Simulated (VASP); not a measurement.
# Al (P6_3/mmc) in VASP: a series of runs

Runs on Al. Level: PBE+D3(BJ). Tasks: single point.

All numbers are computed with VASP 6.6.1; they aren't measurements. Logs are shortened: lines on timing, memory, paths and dates and some standing lists are left out, and cuts for length are marked.

**1. The cell of the first run**

It takes space group P6_3/mmc (No. 194, hexagonal). The conventional cell has a = 2.617 Å, b = 2.617 Å, c = 7.245 Å, α = 90.00°, β = 90.00°, γ = 120.00°. Within 3.1 Å of Al (site symmetry -3m) lie 12 Al at 2.36 to 2.62 Å. Al (site symmetry -6m2) has 12 Al at 2.36 to 2.62 Å within 3.1 Å.

This isn't the form of Al at room conditions, which is fcc.

**2. Single point, PBE+D3(BJ)**

INCAR

```
PREC     = Accurate       # precision mode
ENCUT    = 520            # plane-wave cutoff, eV
EDIFF    = 1E-6           # SCF threshold, eV
ISMEAR   = 0              # smearing method
SIGMA    = 0.15           # smearing width, eV
LREAL    = F              # projectors in reciprocal space
LASPH    = T              # aspherical terms in the spheres
NELM     = 80             # most SCF steps
ALGO     = Normal         # electronic algorithm
ISIF     = 2              # what is computed and relaxed
LWAVE    = F              # write WAVECAR
LCHARG   = T              # write CHGCAR
GGA      = PE             # functional
IVDW     = 12             # dispersion correction
LELF     = T              # ELF
LVHAR    = T            
NBANDS   = 14             # bands
```

KPOINTS

```
regular mesh
0
Gamma
  18 18 4
```

POSCAR

```
Al
1.0
    2.6174000000      0.0000000000      0.0000000000
   -1.3087000000      2.2667348919      0.0000000000
    0.0000000000      0.0000000000      7.2450000000
Al
4
Direct
    0.0000000000      0.0000000000      0.0000000000
    0.3333333333      0.6666666667      0.2500000000
    0.0000000000      0.0000000000      0.5000000000
    0.6666666667      0.3333333333      0.7500000000
```

Potentials or basis: VASP PAW PBE potentials, release 64 (Al).

Run with:

```bash
$ cat potpaw_PBE.64/Al/POTCAR > POTCAR
$ mpirun -np 1 vasp_std > vasp.out
```

OUTCAR:

```text
PREC = Accurate
   ENCUT = 520
   EDIFF = 1E-6
   ISMEAR = 0
   LREAL = F
   LASPH = T
   NELM = 80
   ISIF = 2
   GGA = PE
   IVDW = 12
 IVDW          = 12

 ion  position               nearest neighbor table
   1  0.000  0.000  0.000-   2 2.36   4 2.36   4 2.36   2 2.36   4 2.36   2 2.36
   2  0.333  0.667  0.250-   1 2.36   3 2.36   1 2.36   3 2.36   1 2.36   3 2.36
   3  0.000  0.000  0.500-   2 2.36   4 2.36   4 2.36   2 2.36   4 2.36   2 2.36
   4  0.667  0.333  0.750-   1 2.36   3 2.36   1 2.36   3 2.36   1 2.36   3 2.36

  LATTYP: Found a hexagonal cell.
 ALAT       =     2.6174000000
 C/A-ratio  =     2.7680140598

  Lattice vectors:

 A1 = (   2.6174000000,   0.0000000000,   0.0000000000)
 A2 = (  -1.3087000000,   2.2667348919,   0.0000000000)
 A3 = (   0.0000000000,   0.0000000000,   7.2450000000)

Analysis of symmetry for initial positions (statically):
=====================================================================
 Subroutine PRICEL returns:
 Original cell was already a primitive cell.

 Routine SETGRP: Setting up the symmetry group for a
 hexagonal supercell.

 Subroutine GETGRP returns: Found 24 space group operations
 (whereof 12 operations were pure point group operations)
 out of a pool of 24 trial point group operations.

The static configuration has the point symmetry D_3d.
 The point group associated with its full space group is D_6h.

Analysis of symmetry for dynamics (positions and initial velocities):
=====================================================================
 Subroutine PRICEL returns:
 Original cell was already a primitive cell.

 Routine SETGRP: Setting up the symmetry group for a
 hexagonal supercell.

 Subroutine GETGRP returns: Found 24 space group operations
 (whereof 12 operations were pure point group operations)
 out of a pool of 24 trial point group operations.

The dynamic configuration has the point symmetry D_3d.
 The point group associated with its full space group is D_6h.

 Subroutine INISYM returns: Found 24 space group operations
 (whereof 12 operations are pure point group operations),
 and found     1 'primitive' translations

----------------------------------------------------------------------------------------

                                     Primitive cell

  volume of cell :      42.9842

  direct lattice vectors                    reciprocal lattice vectors
     2.617400000  0.000000000  0.000000000     0.382058531  0.220581596  0.000000000
    -1.308700000  2.266734892  0.000000000     0.000000000  0.441163192  0.000000000
     0.000000000  0.000000000  7.245000000     0.000000000  0.000000000  0.138026225
[... 104 lines left out ...]
   EFERMI_NEDOS =   21; number of points for ismear=-14 and -15
   IALGO  =     38    algorithm
   IMIX   =      4    mixing-type and parameters
     AMIX     =   0.40;   BMIX     =  1.00
     AMIX_MAG =   1.60;   BMIX_MAG =  1.00
  volume/ion in A,a.u.               =      10.75        72.52
  Fermi-wavevector in a.u.,A,eV,Ry     =   1.069955  2.021922 15.576000  1.144804
  Thomas-Fermi vector in A             =   2.205650
   LORBIT       =      0    0 simple, 1 ext, 2 COOP (PROOUT), +10 PAW based schemes
   GGA     = PE    functional components
   LHFCALC =     F    Hartree Fock is set to
   AEXX    =    0.0000 exact exchange contribution
   IVDW    =    12    specifies the selected vdW correction
   LEPSILON=     F    determine dielectric tensor
   LRPA    =     F    only Hartree local field effects (RPA)
 non-spin polarized calculation
 Gauss-broadening in eV      SIGMA  =   0.15
  energy-cutoff  :      520.00
  volume of cell :       42.98
 maximum number of plane-waves:      1184
 NGX is ok and might be reduce to    20
   NGX =  9   NGY =  9   NGZ = 27

 number of electron      12.0000000 magnetization

 Free energy of the ion-electron system (eV)
  ---------------------------------------------------
  ext. energy  EPLUGINS =         0.00000000
  ---------------------------------------------------
  free energy    TOTEN  =        -9.81165738 eV

  energy without entropy =       -9.79577257  energy(sigma->0) =       -9.80371498

 E-fermi :  13.1457     XC(G=0): -11.8561

 val. band max:       13.1421128500   @ k =   0.1111   0.1111   0.2500
 cond. band min:      13.1722639375   @ k =   0.1667   0.0556   0.2500
 fundamental gap:      0.0301510875
 Fermi energy:        13.1456584002

 k-point     1 :       0.0000    0.0000    0.0000
  band No.  band energies     occupation
      1      -1.1373      2.00000
      2       1.6156      2.00000
      3       1.6358      2.00000
      4       8.5978      2.00000
      5      10.5426      2.00000
      6      21.4774      0.00000
      7      21.7221      0.00000
      8      24.2367      0.00000
      9      24.2367      0.00000
     10      24.3859      0.00000
     11      24.3859      0.00000
     12      25.4213      0.00000
     13      25.4250      0.00000
     14      25.4309      0.00000
[... 377 lines left out ...]
      1       4.6100      2.00000
      2       7.0199      2.00000
      3       7.1344      2.00000
      4       7.6522      2.00000
      5      10.2881      2.00000
      6      10.3263      2.00000
      7      13.7263      0.00000
      8      14.1208      0.00000
      9      16.2818      0.00000
     10      16.4296      0.00000
     11      17.7822      0.00000
     12      18.7869      0.00000
     13      20.3260      0.00000
     14      23.3728      0.00000

 [... further k-points ...]

------------------------ aborting loop because EDIFF is reached ----------------------------------------

 Edisp (eV)   -2.09965

 E8    (eV) :    -0.9448

  FORCE on cell =-STRESS in cart. coord.  units (eV):
  Direction    XX          YY          ZZ          XY          YZ          ZX
  --------------------------------------------------------------------------------------
  -------------------------------------------------------------------------------------
  Total      17.02218    17.02218    32.76068     0.00000     0.00000    -0.00000
  in kB     634.47810   634.47810  1221.10851     0.00000     0.00000    -0.00000
  external pressure =      830.02 kB  Pullay stress =        0.00 kB

 VOLUME and BASIS-vectors are now :
 -----------------------------------------------------------------------------
  energy-cutoff  :      520.00
  volume of cell :       42.98
      direct lattice vectors                 reciprocal lattice vectors
     2.617400000  0.000000000  0.000000000     0.382058531  0.220581596  0.000000000
    -1.308700000  2.266734892  0.000000000     0.000000000  0.441163192  0.000000000
     0.000000000  0.000000000  7.245000000     0.000000000  0.000000000  0.138026225

 POSITION                                       TOTAL-FORCE (eV/Angst)
 -----------------------------------------------------------------------------------
      0.00000      0.00000      0.00000         0.000000     -0.000000      0.000000
     -0.00000      1.51116      1.81125         0.000000     -0.000000     -0.000000
      0.00000      0.00000      3.62250         0.000000     -0.000000      0.000000
      1.30870      0.75558      5.43375        -0.000000      0.000000     -0.000000
 -----------------------------------------------------------------------------------
    total drift:                               -0.000000      0.000000     -0.000000

  FREE ENERGIE OF THE ION-ELECTRON SYSTEM (eV)
  ---------------------------------------------------
  free  energy   TOTEN  =       -11.9113072288 eV

  energy  without entropy=      -11.8954224183  energy(sigma->0) =      -11.90336482
```

OSZICAR:

```text
N       E                     dE             d eps       ncg     rms          rms(c)
DAV:   1     0.161275563911E+02    0.16128E+02   -0.45679E+03  3132   0.692E+02
DAV:   2    -0.927308659573E+01   -0.25401E+02   -0.23503E+02  4170   0.108E+02
DAV:   3    -0.100352611881E+02   -0.76217E+00   -0.75502E+00  4044   0.150E+01
DAV:   4    -0.100393511581E+02   -0.40900E-02   -0.40896E-02  3642   0.137E+00
DAV:   5    -0.100393942207E+02   -0.43063E-04   -0.43064E-04  4022   0.143E-01    0.501E+00
DAV:   6    -0.990078745977E+01    0.13861E+00   -0.29672E-03  3520   0.379E-01    0.290E+00
DAV:   7    -0.981231093124E+01    0.88477E-01   -0.99144E-03  3354   0.656E-01    0.443E-01
DAV:   8    -0.981232684068E+01   -0.15909E-04   -0.14589E-04  4246   0.910E-02    0.416E-01
DAV:   9    -0.981179488383E+01    0.53196E-03   -0.54635E-05  3512   0.390E-02    0.166E-01
DAV:  10    -0.981165718419E+01    0.13770E-03   -0.45966E-05  3440   0.340E-02    0.123E-01
DAV:  11    -0.981165738272E+01   -0.19853E-06   -0.71142E-07  2966   0.563E-03
   1 F= -.11911307E+02 E0= -.11903365E+02  d E =-.158848E-01
```

stdout:

```text
POSCAR found type information on POSCAR Al
 POSCAR found :  1 types and       4 ions
 scaLAPACK will be used
 LDA part: xc-table for (Slater+PW92), standard interpolation
 POSCAR, INCAR and KPOINTS ok, starting setup
 FFT: planning ... GRIDC
 FFT: planning ... GRID_SOFT
 FFT: planning ... GRID
 WAVECAR not read
 entering main loop
```

It took 57 s on 1 thread of Intel Xeon 8259CL, shared host; peak memory 0.19 GiB.

What came out:

- Free energy: -11.9113 eV
- Pressure: 83.0 GPa
- Band gap on the k mesh: zero (bands 6 and 7 overlap by 10.54 eV)
- Dispersion energy per atom: -0.525 eV

Caveat: the stress differs along the axes, from 63 to 122 GPa.

**3. Single point, PBE+D3(BJ)**

This run uses another cell than the first one, of 11.07 Å³/atom.

INCAR

```
SYSTEM = Al
  PREC = Accurate
  ENCUT = 520
  EDIFF = 1E-6
  ISMEAR = 0
  SIGMA = 0.15
  LREAL = .FALSE.
  LASPH = .TRUE.
  NELM = 80
  ALGO = Normal
  ISIF = 2
  LWAVE = .FALSE.
  LCHARG = .FALSE.
  GGA = PE
  IVDW = 12
  NBANDS = 14
```

KPOINTS

```
regular mesh
0
G
  18 18 4
  0 0 0
```

Edit POSCAR of step 2 so:

```diff
@@ -2,4 +2,4 @@
 1.0
-    2.6174000000      0.0000000000      0.0000000000
-   -1.3087000000      2.2667348919      0.0000000000
+    2.6568000000      0.0000000000      0.0000000000
+   -1.3284000000      2.3008562928      0.0000000000
     0.0000000000      0.0000000000      7.2450000000
```

Potentials or basis: VASP PAW PBE potentials, release 64 (Al).

Run with:

```bash
$ cat potpaw_PBE.64/Al/POTCAR > POTCAR
$ mpirun -np 1 vasp_std > vasp.out
```

Run time: 67 s. Hardware: 1 thread of Intel Xeon 8259CL, shared host; peak memory 0.19 GiB.

The run converged. Its results:

```
Free energy                : -12.3936 eV
Pressure                   : 73.8 GPa
Band gap on the k mesh     : zero (bands 6 and 7 overlap by 10.77 eV)
Dispersion energy per atom : -0.509 eV
```

Stress tensor (GPa, compression positive):
```
 55.27   0.00   0.00
  0.00  55.27   0.00
  0.00   0.00 110.89
```

Levels at points of the mesh, in eV from the Fermi level:
```
           k point  band 2  band 3  band 4  band 5  band 6  band 7  band 8  band 9  band 10  band 11
(0.00, 0.00, 0.00)  -11.32  -11.30   -4.32   -2.38    8.52    8.80   10.67   10.67    10.72    10.72
(0.50, 0.00, 0.00)   -7.36   -5.33   -5.32   -4.08   -4.06    1.63    1.80    2.99     4.05     5.20
(0.00, 0.00, 0.50)  -13.37   -7.99   -7.99    2.32    2.32   10.95   10.95   10.95    10.95    11.35
(0.50, 0.00, 0.50)   -6.85   -6.59   -6.59   -1.88   -1.88   -1.12   -1.12    5.51     5.51     5.73
```

Caveat: the stress differs along the axes, from 55 to 111 GPa.

The gap in the log of VASP goes by the Fermi energy; the results here count the filled bands.